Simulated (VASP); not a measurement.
A run of VASP 6.6.1 is set up as follows.

File POSCAR:

```
TiO2
1.0
    2.7060340000     -2.7066550000      0.0000000000
    2.7060340000      2.7066550000      0.0000000000
   -2.6335310000      0.0000000000      4.7966370000
Ti O
2 4
Direct
    0.1341100000      0.8658900000      0.2500000000
    0.8658900000      0.1341100000      0.7500000000
    0.3312210000      0.0887550000      0.6671490000
    0.6687790000      0.9112450000      0.3328510000
    0.9112450000      0.6687790000      0.8328510000
    0.0887550000      0.3312210000      0.1671490000
```

File INCAR.step1:

```
PREC     = Accurate       # precision mode
ENCUT    = 520            # plane-wave cutoff, eV
ISMEAR   = 0              # smearing method
SIGMA    = 0.05           # smearing width, eV
LREAL    = F              # projectors in reciprocal space
LASPH    = T              # aspherical terms in the spheres
NELM     = 80             # most SCF steps
NBANDS   = 33             # bands
NELECT   = 49.0         
GGA      = PE             # functional
ALGO     = Normal         # electronic algorithm
EDIFF    = 1E-4           # SCF threshold, eV
LWAVE    = T              # write WAVECAR
LCHARG   = F              # write CHGCAR
```

File INCAR.step2:

```
PREC     = Accurate       # precision mode
ENCUT    = 520            # plane-wave cutoff, eV
EDIFF    = 1E-6           # SCF threshold, eV
ISMEAR   = 0              # smearing method
SIGMA    = 0.05           # smearing width, eV
LREAL    = F              # projectors in reciprocal space
LASPH    = T              # aspherical terms in the spheres
NELM     = 80             # most SCF steps
ALGO     = Normal         # electronic algorithm
ISIF     = 2              # what is computed and relaxed
LWAVE    = F              # write WAVECAR
LCHARG   = F              # write CHGCAR
METAGGA  = R2SCAN         # meta-GGA
LMIXTAU  = T            
NBANDS   = 33             # bands
NELECT   = 49.0         
ISTART   = 1
```

The input KPOINTS:

```
Automatic mesh
0
Gamma
  8 8 6
```

Potentials or basis: VASP PAW PBE potentials, release 64 (Ti_sv, O).

Launch:

```bash
$ cat potpaw_PBE.64/Ti_sv/POTCAR potpaw_PBE.64/O/POTCAR > POTCAR
$ cp INCAR.step1 INCAR
$ mpirun -np 1 vasp_std > vasp.out
$ cp INCAR.step2 INCAR
$ mpirun -np 1 vasp_std > vasp.out
```

(1) What does it give for the largest force?

## Answers

(1) 0.223 eV/Å.

Caveat: the cell carries a net charge on a neutralising background, which shifts energy and pressure; the PAW data sets were made with another functional, which shifts forces and pressure a little; an odd number of electrons without spin polarisation forces a metal; a magnetic or distorted state may lie lower.
